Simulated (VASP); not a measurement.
Input of a VASP 6.6.1 run:

The input INCAR:

```
SYSTEM = AgCl
ALGO     = Normal         ! electronic algorithm
EDIFF    = 1E-8           ! SCF threshold, eV
ENCUT    = 520            ! plane-wave cutoff, eV
GGA      = PS             ! functional
ISIF     = 2              ! what is computed and relaxed
ISMEAR   = -1             ! smearing method
LASPH    = .True.         ! aspherical terms in the spheres
LCHARG   = .False.        ! write CHGCAR
LEFG     = .True.       
LREAL    = .False.        ! projectors in reciprocal space
LWAVE    = .False.        ! write WAVECAR
NBANDS   = 16             ! bands
NELM     = 80             ! most SCF steps
PREC     = Accurate       ! precision mode
SIGMA    = 0.01           ! smearing width, eV
```

KPOINTS

```
k-points
0
Gamma
  9 9 9
  0 0 0
```

Contents of POSCAR:

```
AgCl
1.0
    0.0000000000      2.8008815000      2.7731500000
    2.8008815000      0.0000000000      2.7731500000
    2.8008815000      2.8008815000      0.0000000000
Ag Cl
1 1
Direct
    0.5000000000      0.5000000000      0.5000000000
    0.0000000000      0.0000000000      0.0000000000
```

Potentials or basis: VASP PAW PBE potentials, release 64 (Ag, Cl).

Command:

```bash
$ cat potpaw_PBE.64/Ag/POTCAR potpaw_PBE.64/Cl/POTCAR > POTCAR
$ mpirun -np 1 vasp_std > vasp.out
```

(1) Estimate the band gap on the k mesh.

(2) Predict the pressure.

## Answers

(1) 0.75 eV, indirect (least direct gap 2.94 eV).

(2) -3.5 GPa.

Caveat: the cell differs from its parent crystal (equal xx and yy strain of +1 %); without QUAD_EFG the Cq values of the log hold for a quadrupole moment of 1 mb, not for the nuclei; the PAW data sets were made with another functional, which shifts forces and pressure a little.
